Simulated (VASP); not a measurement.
# MgSnSb2 (P-4m2) in VASP: notebook

MgSnSb2 is run at these levels: r2SCAN, r2SCAN+rVV10; tasks: single point.

Program: VASP 6.6.1. These are calculated values, not measurements. Logs are shortened: lines on timing, memory, paths and dates and some standing lists are left out, and cuts for length are marked.

## (1) The cell of the first run

Symmetry: P-4m2, No. 115, tetragonal system. The conventional cell has a = 4.600 Å, b = 4.600 Å, c = 6.555 Å, α = 90.00°, β = 90.00°, γ = 90.00°. Mg (site symmetry -4m2) has 4 Sb at 2.80 Å within 3.7 Å. Within 3.7 Å of Sb (site symmetry 2mm) lie 2 Mg at 2.80 Å and 2 Sn at 2.85 Å. Sn (site symmetry -4m2) has 4 Sb at 2.85 Å within 3.8 Å.

## (2) Single point, r2SCAN

POSCAR reads:

```
MgSnSb2
1.0
    4.6004806352      0.0000000000      0.0000000000
    0.0000000000      4.6004806352      0.0000000000
    0.0000000000      0.0000000000      6.5552383774
Mg Sb Sn
1 2 1
Direct
    0.0000000000      0.0000000000      0.0000000000
    0.0000000000      0.5000000000      0.2428810299
    0.5000000000      0.0000000000      0.7571189701
    0.5000000000      0.5000000000      0.5000000000
```

INCAR.step1 reads:

```
SYSTEM = MgSnSb2
PREC = Accurate ; ENCUT = 520
ISMEAR = -1 ; SIGMA = 0.02
LREAL = .False. ; LASPH = .True.
NELM = 100 ; NBANDS = 21
GGA = PE ; ALGO = Normal
EDIFF = 1E-4 ; LWAVE = .True.
LCHARG = .False.
```

INCAR.step2 reads:

```
SYSTEM = MgSnSb2
PREC = Accurate ; ENCUT = 520
EDIFF = 1E-7 ; ISMEAR = -1
SIGMA = 0.02 ; LREAL = .False.
LASPH = .True. ; NELM = 100
ALGO = Normal ; ISIF = 2
LWAVE = .False. ; LCHARG = .False.
METAGGA = R2SCAN ; LMIXTAU = .True.
NBANDS = 21 ; ISTART = 1
```

KPOINTS reads:

```
Automatic mesh
0
Gamma
  4 4 4
  0 0 0
```

Potentials or basis: VASP PAW PBE potentials, release 64 (Mg, Sb, Sn_d).

Started as:

```
$ cat potpaw_PBE.64/Mg/POTCAR potpaw_PBE.64/Sb/POTCAR potpaw_PBE.64/Sn_d/POTCAR > POTCAR
$ cp INCAR.step1 INCAR
$ mpirun -np 1 vasp_std > vasp.out
$ cp INCAR.step2 INCAR
$ mpirun -np 1 vasp_std > vasp.out
```

OUTCAR:

```text
SYSTEM = MgSnSb2
   PREC = Accurate
   ENCUT = 520
   EDIFF = 1E-7
   ISMEAR = -1
   LREAL = .False.
   LASPH = .True.
   NELM = 100
   ISIF = 2
   METAGGA = R2SCAN
   ISTART = 1

 ion  position               nearest neighbor table
   1  0.000  0.000  0.000-   2 2.80   3 2.80   2 2.80   3 2.80
   2  0.000  0.500  0.243-   1 2.80   1 2.80   4 2.85   4 2.85
   3  0.500  0.000  0.757-   1 2.80   1 2.80   4 2.85   4 2.85
   4  0.500  0.500  0.500-   2 2.85   3 2.85   3 2.85   2 2.85

  LATTYP: Found a simple tetragonal cell.
 ALAT       =     4.6004806352
 C/A-ratio  =     1.4249029389

  Lattice vectors:

 A1 = (   4.6004806352,   0.0000000000,   0.0000000000)
 A2 = (   0.0000000000,   4.6004806352,   0.0000000000)
 A3 = (   0.0000000000,   0.0000000000,   6.5552383774)

Analysis of symmetry for initial positions (statically):
=====================================================================
 Subroutine PRICEL returns:
 Original cell was already a primitive cell.

 Routine SETGRP: Setting up the symmetry group for a
 simple tetragonal supercell.

 Subroutine GETGRP returns: Found  8 space group operations
 (whereof  8 operations were pure point group operations)
 out of a pool of 16 trial point group operations.

The static configuration has the point symmetry D_2d.

Analysis of symmetry for dynamics (positions and initial velocities):
=====================================================================
 Subroutine PRICEL returns:
 Original cell was already a primitive cell.

 Routine SETGRP: Setting up the symmetry group for a
 simple tetragonal supercell.

 Subroutine GETGRP returns: Found  8 space group operations
 (whereof  8 operations were pure point group operations)
 out of a pool of 16 trial point group operations.

The dynamic configuration has the point symmetry D_2d.

 Subroutine INISYM returns: Found  8 space group operations
 (whereof  8 operations are pure point group operations),
 and found     1 'primitive' translations

----------------------------------------------------------------------------------------

                                     Primitive cell

  volume of cell :     138.7378

  direct lattice vectors                    reciprocal lattice vectors
     4.600480635  0.000000000  0.000000000     0.217368592  0.000000000  0.000000000
     0.000000000  4.600480635  0.000000000     0.000000000  0.217368592  0.000000000
     0.000000000  0.000000000  6.555238377     0.000000000  0.000000000  0.152549754

  length of vectors
     4.600480635  4.600480635  6.555238377     0.217368592  0.217368592  0.152549754

  position of ions in fractional coordinates (direct lattice)
     0.000000000  0.000000000  0.000000000
     0.000000000  0.500000000  0.242881030
     0.500000000  0.000000000  0.757118970
     0.500000000  0.500000000  0.500000000

  ion indices of the primitive-cell ions
   primitive index   ion index
                 1           1
                 2           2
                 3           3
                 4           4

----------------------------------------------------------------------------------------

 KPOINTS: Automatic mesh

Automatic generation of k-mesh.
 Grid dimensions read from file:
 generate k-points for:    4    4    4

 Generating k-lattice:

  Cartesian coordinates                     Fractional coordinates (reciprocal lattice)
     0.054342148  0.000000000  0.000000000     0.250000000  0.000000000  0.000000000
     0.000000000  0.054342148  0.000000000     0.000000000  0.250000000  0.000000000
     0.000000000  0.000000000  0.038137438     0.000000000  0.000000000  0.250000000

  Length of vectors
     0.054342148  0.054342148  0.038137438

  Shift w.r.t. Gamma in fractional coordinates (k-lattice)
     0.000000000  0.000000000  0.000000000

 Subroutine IBZKPT returns following result:
 ===========================================

 Found     18 irreducible k-points:

 Following reciprocal coordinates:
            Coordinates               Weight
  0.000000  0.000000  0.000000      1.000000
  0.250000  0.000000  0.000000      4.000000
  0.500000  0.000000  0.000000      2.000000
  0.250000  0.250000  0.000000      4.000000
  0.500000  0.250000  0.000000      4.000000
  0.500000  0.500000  0.000000      1.000000
[... 10 lines left out ...]
  0.500000  0.250000  0.500000      4.000000
  0.500000  0.500000  0.500000      1.000000
   k-points           NKPTS =     18   k-points in BZ     NKDIM =     18   number of bands    NBANDS=     21
   number of dos      NEDOS =    301   number of ions     NIONS =      4
   total plane-waves  NPLWV =  64800
   dimension x,y,z NGX =    36 NGY =   36 NGZ =   50
   dimension x,y,z NGXF=    72 NGYF=   72 NGZF=  100
   ions per type =               1   2   1
   NGX,Y,Z   is equivalent  to a cutoff of  13.01, 13.01, 12.68 a.u.
   NGXF,Y,Z  is equivalent  to a cutoff of  26.02, 26.02, 25.36 a.u.
 SYSTEM =  MgSnSb2
   PREC   = accura    normal or accurate (medium, high low for compatibility)
   ISTART =      1    job   : 0-new  1-cont  2-samecut
   ICHARG =      0    charge: 1-file 2-atom 10-const
   ISPIN  =      1    spin polarized calculation?
   LNONCOLLINEAR =      F non collinear calculations
   LSORBIT =      F    spin-orbit coupling
   LASPH  =      T    aspherical Exc in radial PAW
   ENCUT  =  520.0 eV  38.22 Ry    6.18 a.u.   8.55  8.55 12.19*2*pi/ulx,y,z
   NELM   =    100;   NELMIN=  2; NELMDL=  0     # of ELM steps
   EDIFF  = 0.1E-06   stopping-criterion for ELM
   LREAL  =      F    real-space projection
   EDIFFG = 0.1E-05   stopping-criterion for IOM
   NSW    =      0    number of steps for IOM
   IBRION =     -1    ionic relax: 0-MD 1-quasi-New 2-CG
   NFREE  =      0    steps in history (QN), initial steepest desc. (CG)
   ISIF   =      2    stress and relaxation
   ISYM   =      2    0-nonsym 1-usesym 2-fastsym
   POTIM  = 0.5000    time-step for ionic-motion
   TEBEG  =    0.0;   TEEND  =   0.0 temperature during run
   PSTRESS=    0.0 pullay stress
   NELECT =      26.0000    total number of electrons
   NUPDOWN=      -1.0000    fix difference up-down
   EMIN   =  10.00;   EMAX   =-10.00  energy-range for DOS
   EFERMI =   0.00;   METHOD = LEGACY
   ISMEAR =    -1;   SIGMA  =   0.02  broadening in eV -4-tet -1-fermi 0-gaus
   EFERMI_NEDOS =   21; number of points for ismear=-14 and -15
   IALGO  =     38    algorithm
   IMIX   =      4    mixing-type and parameters
     AMIX     =   0.40;   BMIX     =  1.00
     AMIX_MAG =   1.60;   BMIX_MAG =  1.00
  volume/ion in A,a.u.               =      34.68       234.06
  Fermi-wavevector in a.u.,A,eV,Ry     =   0.936845  1.770380 11.941536  0.877678
  Thomas-Fermi vector in A             =   2.063896
   LORBIT       =      0    0 simple, 1 ext, 2 COOP (PROOUT), +10 PAW based schemes
   METAGGA = R2SCAN    functional components
   LHFCALC =     F    Hartree Fock is set to
   AEXX    =    0.0000 exact exchange contribution
   IVDW    =     0    specifies the selected vdW correction
   LEPSILON=     F    determine dielectric tensor
   LRPA    =     F    only Hartree local field effects (RPA)
 non-spin polarized calculation
  energy-cutoff  :      520.00
  volume of cell :      138.74
 maximum number of plane-waves:      3760
 NGX is ok and might be reduce to    36
   NGX = 17   NGY = 17   NGZ = 25

 number of electron      25.9999998 magnetization

 Free energy of the ion-electron system (eV)
  ---------------------------------------------------
  ext. energy  EPLUGINS =         0.00000000
  ---------------------------------------------------
  free energy    TOTEN  =       -80.99182714 eV

  energy without entropy =      -80.99020145  energy(sigma->0) =      -80.99101429

 E-fermi :   3.7324     XC(G=0):  -8.7190

 val. band max:        3.7273408913   @ k =   0.0000   0.0000   0.0000
 cond. band min:       3.7793759975   @ k =   0.5000   0.0000   0.5000
 fundamental gap:      0.0520351062
 Fermi energy:         3.7324125584

 k-point     1 :       0.0000    0.0000    0.0000
  band No.  band energies     occupation
      1     -18.5157      2.00000
      2     -18.5157      2.00000
      3     -18.5132      2.00000
      4     -18.4912      2.00000
      5     -18.4617      2.00000
      6      -7.2292      2.00000
[... 13 lines left out ...]
     20      10.3660      0.00000
     21      11.8124      0.00000

 k-point     2 :       0.2500    0.0000    0.0000
  band No.  band energies     occupation
      1     -18.5199      2.00000
      2     -18.5155      2.00000
      3     -18.5081      2.00000
      4     -18.4901      2.00000
      5     -18.4626      2.00000
      6      -6.8953      2.00000
[... 13 lines left out ...]
     20      10.5506      0.00000
     21      10.9434      0.00000

 k-point     3 :       0.5000    0.0000    0.0000
  band No.  band energies     occupation
      1     -18.5228      2.00000
      2     -18.5153      2.00000
      3     -18.5048      2.00000
      4     -18.4886      2.00000
      5     -18.4636      2.00000
      6      -6.3328      2.00000
[... 13 lines left out ...]
     20       9.7443      0.00000
     21       9.7450      0.00000
[... 313 lines left out ...]
 k-point    17 :       0.5000    0.2500    0.5000
  band No.  band energies     occupation
      1     -18.5226      2.00000
      2     -18.5193      2.00000
      3     -18.4990      2.00000
      4     -18.4884      2.00000
      5     -18.4645      2.00000
      6      -5.8770      2.00000
[... 13 lines left out ...]
     20       9.8632      0.00000
     21      10.7523      0.00000

 k-point    18 :       0.5000    0.5000    0.5000
  band No.  band energies     occupation
      1     -18.5224      2.00000
      2     -18.5224      2.00000
      3     -18.4944      2.00000
      4     -18.4880      2.00000
      5     -18.4655      2.00000
      6      -5.1771      2.00000
[... 13 lines left out ...]
     20       9.4207      0.00000
     21       9.6345      0.00000

------------------------ aborting loop because EDIFF is reached ----------------------------------------

  FORCE on cell =-STRESS in cart. coord.  units (eV):
  Direction    XX          YY          ZZ          XY          YZ          ZX
  --------------------------------------------------------------------------------------
  -------------------------------------------------------------------------------------
  Total        0.2297798      0.2297798     -0.0739740      0.0000000      0.0000000      0.0000000
  in kB        2.6535520      2.6535520     -0.8542694      0.0000000      0.0000000      0.0000000
  external PRESSURE =       1.4842782 kB  Pullay stress =       0.0000000 kB

 VOLUME and BASIS-vectors are now :
 -----------------------------------------------------------------------------
  energy-cutoff  :      520.00
  volume of cell :      138.74
      direct lattice vectors                 reciprocal lattice vectors
     4.600480635  0.000000000  0.000000000     0.217368592  0.000000000  0.000000000
     0.000000000  4.600480635  0.000000000     0.000000000  0.217368592  0.000000000
     0.000000000  0.000000000  6.555238377     0.000000000  0.000000000  0.152549754

 POSITION                                       TOTAL-FORCE (eV/Angst)
 -----------------------------------------------------------------------------------
      0.00000      0.00000      0.00000         0.000000      0.000000      0.000000
      0.00000      2.30024      1.59214         0.000000      0.000000     -0.010934
      2.30024      0.00000      4.96310         0.000000      0.000000      0.010934
      2.30024      2.30024      3.27762        -0.000000      0.000000      0.000000
 -----------------------------------------------------------------------------------
    total drift:                                0.000000      0.000000      0.000000

  FREE ENERGIE OF THE ION-ELECTRON SYSTEM (eV)
  ---------------------------------------------------
  free  energy   TOTEN  =       -80.9918271398 eV

  energy  without entropy=      -80.9902014480  energy(sigma->0) =      -80.99101429
```

Wall time 2.5 min (1 thread of Intel Xeon Platinum 8375C at 2.90GHz (Ice Lake), shared host); peak memory 0.29 GiB.

Results:

```
Free energy            : -80.9918 eV
Pressure               : 0.1 GPa
Largest force          : 0.011 eV/Å
Band gap on the k mesh : zero (filled and empty bands touch)
```

Forces in eV/Å, atoms in the order of the input:
```
Mg   0.000  0.000  0.000
Sb   0.000  0.000 -0.011
Sb   0.000  0.000  0.011
Sn   0.000  0.000  0.000
```

Caveat: semilocal functionals underestimate gaps, and a narrow one can read as zero; the PAW data sets were made with another functional, which shifts forces and pressure a little; spin-orbit coupling is left out, which moves the levels of the heavy elements.

## (3) Single point, r2SCAN

POSCAR is that of step 2.

INCAR.step1 reads:

```
SYSTEM = MgSnSb2
ALGO = Normal
EDIFF = 1E-4
ENCUT = 520
GGA = PE
ISMEAR = -1
LASPH = .True.
LCHARG = .False.
LREAL = .False.
LWAVE = .True.
NBANDS = 21
NELM = 100
PREC = Accurate
SIGMA = 0.5
```

INCAR.step2 reads:

```
SYSTEM = MgSnSb2
ALGO = Normal
EDIFF = 1E-6
ENCUT = 520
ISIF = 2
ISMEAR = -1
ISTART = 1
LASPH = .True.
LCHARG = .False.
LMIXTAU = .True.
LREAL = .False.
LWAVE = .False.
METAGGA = R2SCAN
NBANDS = 21
NELM = 100
PREC = Accurate
SIGMA = 0.5
```

KPOINTS reads:

```
k-points
0
Gamma
  4 4 4
  0 0 0
```

Potentials or basis: VASP PAW PBE potentials, release 64 (Mg, Sb, Sn_d).

Started as:

```
$ cat potpaw_PBE.64/Mg/POTCAR potpaw_PBE.64/Sb/POTCAR potpaw_PBE.64/Sn_d/POTCAR > POTCAR
$ cp INCAR.step1 INCAR
$ mpirun -np 1 vasp_std > vasp.out
$ cp INCAR.step2 INCAR
$ mpirun -np 1 vasp_std > vasp.out
```

Wall time 2.1 min (1 thread of Intel Xeon Platinum 8375C at 2.90GHz (Ice Lake), shared host); peak memory 0.29 GiB.

It converged, with:

* Free energy: -81.4087 eV
* Pressure: 1.0 GPa
* Largest force: 0.018 eV/Å
* Band gap on the k mesh: 0.05 eV

Forces on the atoms (eV/Å):
```
Mg   0.000  0.000  0.000
Sb   0.000  0.000  0.018
Sb   0.000  0.000 -0.018
Sn   0.000  0.000  0.000
```

Stress tensor (GPa, compression positive):
```
1.18 0.00 0.00
0.00 1.18 0.00
0.00 0.00 0.73
```

Levels at points of the mesh, in eV from the valence-band top:
| k point | band 9 | band 10 | band 11 | band 12 | band 13 | band 14 | band 15 | band 16 | band 17 | band 18 |
| --- | --- | --- | --- | --- | --- | --- | --- | --- | --- | --- |
| (0.00, 0.00, 0.00) | -2.25 | -2.25 | -0.31 | 0.00 | 0.00 | 0.05 | 1.43 | 2.98 | 3.25 | 3.25 |
| (0.50, 0.00, 0.00) | -2.96 | -2.70 | -2.67 | -1.58 | -0.43 | 1.44 | 3.76 | 3.85 | 4.06 | 5.03 |
| (0.50, 0.50, 0.00) | -3.48 | -2.85 | -2.20 | -2.20 | -1.37 | 0.68 | 1.63 | 1.63 | 3.13 | 7.49 |
| (0.00, 0.00, 0.50) | -2.32 | -1.91 | -1.91 | -0.79 | -0.79 | 1.33 | 1.43 | 3.61 | 4.00 | 4.59 |
| (0.50, 0.00, 0.50) | -4.14 | -1.52 | -1.34 | -0.75 | -0.40 | 0.11 | 2.70 | 3.22 | 3.68 | 4.35 |
| (0.50, 0.50, 0.50) | -3.40 | -3.14 | -2.58 | -2.58 | -2.12 | 2.87 | 3.88 | 3.88 | 4.34 | 4.77 |

Caveat: the smearing spreads over this small gap; so wide a smearing shifts energies and pressures; semilocal functionals underestimate gaps, and a narrow one can read as zero; the PAW data sets were made with another functional, which shifts forces and pressure a little; spin-orbit coupling is left out, which moves the levels of the heavy elements.

## (4) Single point, r2SCAN+rVV10

POSCAR is that of step 3.

INCAR.step1 reads:

```
SYSTEM = MgSnSb2
PREC = Accurate
ENCUT = 520
ISMEAR = -1
SIGMA = 0.02
LREAL = .FALSE.
LASPH = .TRUE.
NELM = 80
NBANDS = 21
GGA = PE
ALGO = Normal
EDIFF = 1E-4
LWAVE = .TRUE.
LCHARG = .FALSE.
```

INCAR.step2 reads:

```
SYSTEM = MgSnSb2
PREC = Accurate
ENCUT = 520
EDIFF = 1E-7
ISMEAR = -1
SIGMA = 0.02
LREAL = .FALSE.
LASPH = .TRUE.
NELM = 80
ALGO = Normal
ISIF = 2
LWAVE = .FALSE.
LCHARG = .FALSE.
METAGGA = R2SCAN
LMIXTAU = .TRUE.
LUSE_VDW = .TRUE.
IVDW_NL = 2
BPARAM = 11.95
CPARAM = 0.0093
NBANDS = 21
ISTART = 1
```

KPOINTS reads:

```
regular mesh
0
G
  4 4 4
  0 0 0
```

Started as:

```
$ cat potpaw_PBE.64/Mg/POTCAR potpaw_PBE.64/Sb/POTCAR potpaw_PBE.64/Sn_d/POTCAR > POTCAR
$ cp INCAR.step1 INCAR
$ mpirun -np 1 vasp_std > vasp.out
$ cp INCAR.step2 INCAR
$ mpirun -np 1 vasp_std > vasp.out
```

Wall time 3.5 min (1 thread of Intel Xeon Platinum 8375C at 2.90GHz (Ice Lake), shared host); peak memory 0.53 GiB.

Results (log left out):

```yaml
Free_energy: -80.0465 eV
Pressure: -0.3 GPa
Largest_force: 0.011 eV/Å
Band_gap_on_the_k_mesh: zero (filled and empty bands touch)
```

Forces on the atoms (eV/Å):
```
Mg   0.000  0.000  0.000
Sb   0.000  0.000 -0.011
Sb   0.000  0.000  0.011
Sn   0.000  0.000  0.000
```

Stress tensor (GPa, compression positive):
```
-0.18  0.00  0.00
 0.00 -0.18  0.00
 0.00  0.00 -0.53
```

Levels at points of the mesh, in eV from the Fermi level:
| k point | band 11 | band 12 | band 13 | band 14 | band 15 | band 16 |
| --- | --- | --- | --- | --- | --- | --- |
| (0.00, 0.00, 0.00) | -0.34 | -0.03 | 0.01 | 0.01 | 1.30 | 2.93 |
| (0.50, 0.00, 0.00) | -2.73 | -1.66 | -0.41 | 1.34 | 3.72 | 3.76 |
| (0.50, 0.50, 0.00) | -2.25 | -2.25 | -1.33 | 0.59 | 1.52 | 1.52 |
| (0.00, 0.00, 0.50) | -1.99 | -0.78 | -0.78 | 1.26 | 1.30 | 3.54 |
| (0.50, 0.00, 0.50) | -1.40 | -0.75 | -0.37 | 0.03 | 2.65 | 3.14 |
| (0.50, 0.50, 0.50) | -2.65 | -2.65 | -2.11 | 2.81 | 3.78 | 3.78 |

Caveat: semilocal functionals underestimate gaps, and a narrow one can read as zero; the PAW data sets were made with another functional, which shifts forces and pressure a little; spin-orbit coupling is left out, which moves the levels of the heavy elements.

## (5) The runs side by side

| level | smearing | gap on the mesh (eV) | pressure (GPa) | largest force (eV/Å) |
| --- | --- | --- | --- | --- |
| r2SCAN | fermi-dirac 0.02 eV | none | 0.1 | 0.01 |
| r2SCAN | fermi-dirac 0.5 eV | 0.05 | 1.0 | 0.02 |
| r2SCAN+rVV10 | fermi-dirac 0.02 eV | none | -0.3 | 0.01 |

Alike in all rows: task single point; potentials or basis VASP PAW PBE potentials, release 64 (Mg, Sb, Sn_d); no spin polarisation; cell as given; k mesh 4 × 4 × 4; cutoff (eV) 520.

The pressure there spans -0.3 GPa (r2SCAN+rVV10) to 1.0 GPa (r2SCAN); a positive pressure means that this level wants a larger cell, a negative one a smaller.

Caveats: semilocal functionals underestimate gaps, and a narrow one can read as zero; the PAW data sets were made with another functional, which shifts forces and pressure a little; spin-orbit coupling is left out, which moves the levels of the heavy elements; the smearing spreads over this small gap (at least some runs); so wide a smearing shifts energies and pressures (at least some runs).

Absolute energies hang on the potentials; compare differences alone.

The gap in the log of VASP goes by the Fermi energy; the results here count the filled bands.